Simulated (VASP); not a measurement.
# K (P6_3/mmc) in VASP: notebook

K is run at these levels: PBEsol; tasks: single point.

Program: VASP 6.6.1. These are calculated values, not measurements. Logs are shortened: lines on timing, memory, paths and dates and some standing lists are left out, and cuts for length are marked.

## Step 1: The cell of the first run

Symmetry: P6_3/mmc, No. 194, hexagonal system. The conventional cell has a = 3.704 Å, b = 3.704 Å, c = 6.001 Å, α = 90.00°, β = 90.00°, γ = 120.00°. Within 4.8 Å of K (site symmetry -6m2) lie 12 K at 3.68 to 3.70 Å.

This isn't the form of K at room conditions, which is bcc.

## Step 2: Single point, PBEsol

File INCAR:

```
SYSTEM = K
ALGO     = Normal         ! electronic algorithm
EDIFF    = 1E-6           ! SCF threshold, eV
ENCUT    = 520            ! plane-wave cutoff, eV
GGA      = PS             ! functional
ISIF     = 2              ! what is computed and relaxed
ISMEAR   = -1             ! smearing method
LASPH    = .TRUE.         ! aspherical terms in the spheres
LCHARG   = .TRUE.         ! write CHGCAR
LELF     = .TRUE.         ! ELF
LREAL    = .FALSE.        ! projectors in reciprocal space
LVHAR    = .TRUE.       
LWAVE    = .FALSE.        ! write WAVECAR
NBANDS   = 16             ! bands
NELM     = 80             ! most SCF steps
PREC     = Accurate       ! precision mode
SIGMA    = 0.05           ! smearing width, eV
```

File KPOINTS:

```
k-points
0
G
  10 10 5
  0 0 0
```

File POSCAR:

```
K
1.0
    3.7044862346      0.0000000000      0.0000000000
   -1.8522431173      3.2081791871      0.0000000000
    0.0000000000      0.0000000000      6.0012677001
K
2
Direct
    0.3333333333      0.6666666667      0.2500000000
    0.6666666667      0.3333333333      0.7500000000
```

Potentials or basis: VASP PAW PBE potentials, release 64 (K_sv).

Command:

```bash
> cat potpaw_PBE.64/K_sv/POTCAR > POTCAR
> mpirun -np 1 vasp_std > vasp.out
```

OUTCAR:

```text
SYSTEM = K
   EDIFF = 1E-6
   ENCUT = 520
   GGA = PS
   ISIF = 2
   ISMEAR = -1
   LASPH = .TRUE.
   LREAL = .FALSE.
   NELM = 80
   PREC = Accurate

 ion  position               nearest neighbor table
   1  0.333  0.667  0.250-   2 3.68   2 3.68   2 3.68   2 3.68   2 3.68   2 3.68
   2  0.667  0.333  0.750-   1 3.68   1 3.68   1 3.68   1 3.68   1 3.68   1 3.68

  LATTYP: Found a hexagonal cell.
 ALAT       =     3.7044862346
 C/A-ratio  =     1.6200000000

  Lattice vectors:

 A1 = (   3.7044862346,   0.0000000000,   0.0000000000)
 A2 = (  -1.8522431173,   3.2081791871,   0.0000000000)
 A3 = (   0.0000000000,   0.0000000000,   6.0012677001)

Analysis of symmetry for initial positions (statically):
=====================================================================
 Subroutine PRICEL returns:
 Original cell was already a primitive cell.

 Routine SETGRP: Setting up the symmetry group for a
 hexagonal supercell.

 Subroutine GETGRP returns: Found 24 space group operations
 (whereof 12 operations were pure point group operations)
 out of a pool of 24 trial point group operations.

The static configuration has the point symmetry D_3d.
 The point group associated with its full space group is D_6h.

Analysis of symmetry for dynamics (positions and initial velocities):
=====================================================================
 Subroutine PRICEL returns:
 Original cell was already a primitive cell.

 Routine SETGRP: Setting up the symmetry group for a
 hexagonal supercell.

 Subroutine GETGRP returns: Found 24 space group operations
 (whereof 12 operations were pure point group operations)
 out of a pool of 24 trial point group operations.

The dynamic configuration has the point symmetry D_3d.
 The point group associated with its full space group is D_6h.

 Subroutine INISYM returns: Found 24 space group operations
 (whereof 12 operations are pure point group operations),
 and found     1 'primitive' translations

----------------------------------------------------------------------------------------

                                     Primitive cell

  volume of cell :      71.3230

  direct lattice vectors                    reciprocal lattice vectors
     3.704486235  0.000000000  0.000000000     0.269942966  0.155851644  0.000000000
    -1.852243117  3.208179187  0.000000000     0.000000000  0.311703288  0.000000000
     0.000000000  0.000000000  6.001267700     0.000000000  0.000000000  0.166631460

  length of vectors
     3.704486235  3.704486235  6.001267700     0.311703288  0.311703288  0.166631460

  position of ions in fractional coordinates (direct lattice)
     0.333333333  0.666666667  0.250000000
     0.666666667  0.333333333  0.750000000

  ion indices of the primitive-cell ions
   primitive index   ion index
                 1           1
                 2           2

----------------------------------------------------------------------------------------

 KPOINTS: k-points

Automatic generation of k-mesh.
 Grid dimensions read from file:
 generate k-points for:   10   10    5

 Generating k-lattice:

  Cartesian coordinates                     Fractional coordinates (reciprocal lattice)
     0.026994297  0.015585164  0.000000000     0.100000000 -0.000000000  0.000000000
     0.000000000  0.031170329  0.000000000     0.000000000  0.100000000  0.000000000
     0.000000000  0.000000000  0.033326292     0.000000000  0.000000000  0.200000000

  Length of vectors
     0.031170329  0.031170329  0.033326292

  Shift w.r.t. Gamma in fractional coordinates (k-lattice)
     0.000000000  0.000000000  0.000000000

 Subroutine IBZKPT returns following result:
 ===========================================

 Found     42 irreducible k-points:

 Following reciprocal coordinates:
            Coordinates               Weight
  0.000000  0.000000  0.000000      1.000000
  0.100000  0.000000  0.000000      6.000000
  0.200000  0.000000  0.000000      6.000000
  0.300000  0.000000  0.000000      6.000000
  0.400000  0.000000  0.000000      6.000000
  0.500000  0.000000  0.000000      3.000000
[... 16 lines left out ...]
  0.300000  0.100000  0.200000     24.000000
  0.400000  0.100000  0.200000     24.000000
 [... further k-points ...]
   k-points           NKPTS =     42   k-points in BZ     NKDIM =     42   number of bands    NBANDS=     16
   number of dos      NEDOS =    301   number of ions     NIONS =      2
   total plane-waves  NPLWV =  37632
   dimension x,y,z NGX =    28 NGY =   28 NGZ =   48
   dimension x,y,z NGXF=    56 NGYF=   56 NGZF=   96
   ions per type =               2
   NGX,Y,Z   is equivalent  to a cutoff of  12.57, 12.57, 13.30 a.u.
   NGXF,Y,Z  is equivalent  to a cutoff of  25.13, 25.13, 26.59 a.u.
 SYSTEM =  K
   PREC   = accura    normal or accurate (medium, high low for compatibility)
   ISTART =      0    job   : 0-new  1-cont  2-samecut
   ICHARG =      2    charge: 1-file 2-atom 10-const
   ISPIN  =      1    spin polarized calculation?
   LNONCOLLINEAR =      F non collinear calculations
   LSORBIT =      F    spin-orbit coupling
   LASPH  =      T    aspherical Exc in radial PAW
   ENCUT  =  520.0 eV  38.22 Ry    6.18 a.u.   6.89  6.89 11.16*2*pi/ulx,y,z
   NELM   =     80;   NELMIN=  2; NELMDL= -5     # of ELM steps
   EDIFF  = 0.1E-05   stopping-criterion for ELM
   LREAL  =      F    real-space projection
   EDIFFG = 0.1E-04   stopping-criterion for IOM
   NSW    =      0    number of steps for IOM
   IBRION =     -1    ionic relax: 0-MD 1-quasi-New 2-CG
   NFREE  =      0    steps in history (QN), initial steepest desc. (CG)
   ISIF   =      2    stress and relaxation
   ISYM   =      2    0-nonsym 1-usesym 2-fastsym
   POTIM  = 0.5000    time-step for ionic-motion
   TEBEG  =    0.0;   TEEND  =   0.0 temperature during run
   PSTRESS=    0.0 pullay stress
   NELECT =      18.0000    total number of electrons
   NUPDOWN=      -1.0000    fix difference up-down
   EMIN   =  10.00;   EMAX   =-10.00  energy-range for DOS
   EFERMI =   0.00;   METHOD = LEGACY
   ISMEAR =    -1;   SIGMA  =   0.05  broadening in eV -4-tet -1-fermi 0-gaus
   EFERMI_NEDOS =   21; number of points for ismear=-14 and -15
   IALGO  =     38    algorithm
   IMIX   =      4    mixing-type and parameters
     AMIX     =   0.40;   BMIX     =  1.00
     AMIX_MAG =   1.60;   BMIX_MAG =  1.00
  volume/ion in A,a.u.               =      35.66       240.66
  Fermi-wavevector in a.u.,A,eV,Ry     =   1.034560  1.955035 14.562519  1.070315
  Thomas-Fermi vector in A             =   2.168861
   LORBIT       =      0    0 simple, 1 ext, 2 COOP (PROOUT), +10 PAW based schemes
   GGA     = PS    functional components
   LHFCALC =     F    Hartree Fock is set to
   AEXX    =    0.0000 exact exchange contribution
   IVDW    =     0    specifies the selected vdW correction
   LEPSILON=     F    determine dielectric tensor
   LRPA    =     F    only Hartree local field effects (RPA)
 non-spin polarized calculation
  energy-cutoff  :      520.00
  volume of cell :       71.32
 maximum number of plane-waves:      1943
 NGX is ok and might be reduce to    28
   NGX = 13   NGY = 13   NGZ = 23

 number of electron      17.9999997 magnetization

 Free energy of the ion-electron system (eV)
  ---------------------------------------------------
  ext. energy  EPLUGINS =         0.00000000
  ---------------------------------------------------
  free energy    TOTEN  =        -1.09901916 eV

  energy without entropy =       -1.08139400  energy(sigma->0) =       -1.09020658

 E-fermi :   2.2000     XC(G=0):  -7.8838

 val. band max:        2.1992486726   @ k =   0.2000   0.2000   0.4000
 cond. band min:       2.2085074647   @ k =   0.0000   0.0000   0.0000
 fundamental gap:      0.0092587920
 Fermi energy:         2.1999979424

 k-point     1 :       0.0000    0.0000    0.0000
  band No.  band energies     occupation
      1     -29.8528      2.00000
      2     -29.7599      2.00000
      3     -13.7906      2.00000
      4     -13.1890      2.00000
      5     -13.1890      2.00000
      6     -13.1058      2.00000
[... 8 lines left out ...]
     15       7.2376      0.00000
     16       7.2376      0.00000

 k-point     2 :       0.1000    0.0000    0.0000
  band No.  band energies     occupation
      1     -29.8453      2.00000
      2     -29.7565      2.00000
      3     -13.7678      2.00000
      4     -13.2389      2.00000
      5     -13.2043      2.00000
      6     -13.1582      2.00000
[... 8 lines left out ...]
     15       7.0932      0.00000
     16       7.4222      0.00000

 k-point     3 :       0.2000    0.0000    0.0000
  band No.  band energies     occupation
      1     -29.8252      2.00000
      2     -29.7479      2.00000
      3     -13.7044      2.00000
      4     -13.3711      2.00000
      5     -13.2880      2.00000
      6     -13.2426      2.00000
[... 8 lines left out ...]
     15       7.1906      0.00000
     16       7.2758      0.00000

 k-point     4 :       0.3000    0.0000    0.0000
  band No.  band energies     occupation
      1     -29.7986      2.00000
      2     -29.7388      2.00000
      3     -13.6142      2.00000
      4     -13.5352      2.00000
      5     -13.4361      2.00000
      6     -13.2873      2.00000
[... 8 lines left out ...]
     15       6.7664      0.00000
     16       8.1123      0.00000
[... 324 lines left out ...]
 k-point    22 :       0.2000    0.1000    0.2000
  band No.  band energies     occupation
      1     -29.8018      2.00000
      2     -29.7481      2.00000
      3     -13.6389      2.00000
      4     -13.4490      2.00000
      5     -13.3929      2.00000
      6     -13.2685      2.00000
[... 8 lines left out ...]
     15       6.7791      0.00000
     16       7.6654      0.00000

 k-point    23 :       0.3000    0.1000    0.2000
  band No.  band energies     occupation
      1     -29.7779      2.00000
      2     -29.7395      2.00000
      3     -13.6552      2.00000
      4     -13.5622      2.00000
      5     -13.4395      2.00000
      6     -13.3170      2.00000
[... 8 lines left out ...]
     15       6.4799      0.00000
     16       8.1833      0.00000

 k-point    24 :       0.4000    0.1000    0.2000
  band No.  band energies     occupation
      1     -29.7608      2.00000
      2     -29.7364      2.00000
      3     -13.7176      2.00000
      4     -13.6175      2.00000
      5     -13.4211      2.00000
      6     -13.3354      2.00000
[... 8 lines left out ...]
     15       6.4357      0.00000
     16       8.7598      0.00000

 [... further k-points ...]

------------------------ aborting loop because EDIFF is reached ----------------------------------------

  FORCE on cell =-STRESS in cart. coord.  units (eV):
  Direction    XX          YY          ZZ          XY          YZ          ZX
  --------------------------------------------------------------------------------------
  -------------------------------------------------------------------------------------
  Total        4.0287591      4.0287591      4.0082029      0.0000000      0.0000000      0.0000000
  in kB       90.5007720     90.5007720     90.0390031      0.0000000      0.0000000      0.0000000
  external PRESSURE =      90.3468491 kB  Pullay stress =       0.0000000 kB

 VOLUME and BASIS-vectors are now :
 -----------------------------------------------------------------------------
  energy-cutoff  :      520.00
  volume of cell :       71.32
      direct lattice vectors                 reciprocal lattice vectors
     3.704486235  0.000000000  0.000000000     0.269942966  0.155851644  0.000000000
    -1.852243117  3.208179187  0.000000000     0.000000000  0.311703288  0.000000000
     0.000000000  0.000000000  6.001267700     0.000000000  0.000000000  0.166631460

 POSITION                                       TOTAL-FORCE (eV/Angst)
 -----------------------------------------------------------------------------------
     -0.00000      2.13879      1.50032         0.000000     -0.000000      0.000000
      1.85224      1.06939      4.50095        -0.000000      0.000000      0.000000
 -----------------------------------------------------------------------------------
    total drift:                                0.000000     -0.000000      0.000000

  FREE ENERGIE OF THE ION-ELECTRON SYSTEM (eV)
  ---------------------------------------------------
  free  energy   TOTEN  =        -1.0990191566 eV

  energy  without entropy=       -1.0813940027  energy(sigma->0) =       -1.09020658
```

Wall time 47 s (1 thread of Intel Xeon Platinum 8488C (Sapphire Rapids), shared host); peak memory 0.19 GiB.

Results:

* Free energy: -1.0990 eV
* Pressure: 9.0 GPa
* Band gap on the k mesh: zero (bands 9 and 10 overlap by 2.30 eV)

Caveat: the cell stands under pressure; the PAW data sets were made with another functional, which shifts forces and pressure a little.

## Step 3: Single point, PBEsol

This run uses another cell than the first one, of 42.79 Å³/atom.

File INCAR:

```
SYSTEM = K
ALGO = Normal ; EDIFF = 1E-6
ENCUT = 520 ; GGA = PS
ISIF = 2 ; ISMEAR = -1
LASPH = .TRUE. ; LCHARG = .TRUE.
LELF = .TRUE. ; LREAL = .FALSE.
LVHAR = .TRUE. ; LWAVE = .FALSE.
NBANDS = 16 ; NELM = 60
PREC = Accurate ; SIGMA = 0.05
```

KPOINTS is that of step 2.

File POSCAR:

```
K
1.0
    3.9366040416      0.0000000000      0.0000000000
   -1.9683020208      3.4091991047      0.0000000000
    0.0000000000      0.0000000000      6.3772985475
K
2
Direct
    0.3333333333      0.6666666667      0.2500000000
    0.6666666667      0.3333333333      0.7500000000
```

Potentials or basis: VASP PAW PBE potentials, release 64 (K_sv).

Command:

```bash
> cat potpaw_PBE.64/K_sv/POTCAR > POTCAR
> mpirun -np 1 vasp_std > vasp.out
```

Run time: 75 s. Hardware: 1 thread of Intel Xeon Platinum 8488C (Sapphire Rapids), shared host; peak memory 0.21 GiB.

Results (log left out):

| Quantity | Value |
| --- | --- |
| Free energy | -1.6987 eV |
| Pressure | 4.8 GPa |
| Band gap on the k mesh | zero (bands 9 and 10 overlap by 2.26 eV) |

Levels at points of the mesh, in eV from the Fermi level:
```
           k point  band 7  band 8  band 9  band 10  band 11  band 12
(0.00, 0.00, 0.00)  -15.29  -15.29   -3.02     0.17     1.02     4.38
(0.50, 0.00, 0.00)  -15.38  -15.34    0.11     0.37     1.28     1.73
```

Caveat: the cell stands under pressure; the PAW data sets were made with another functional, which shifts forces and pressure a little.

The gap in the log of VASP goes by the Fermi energy; the results here count the filled bands.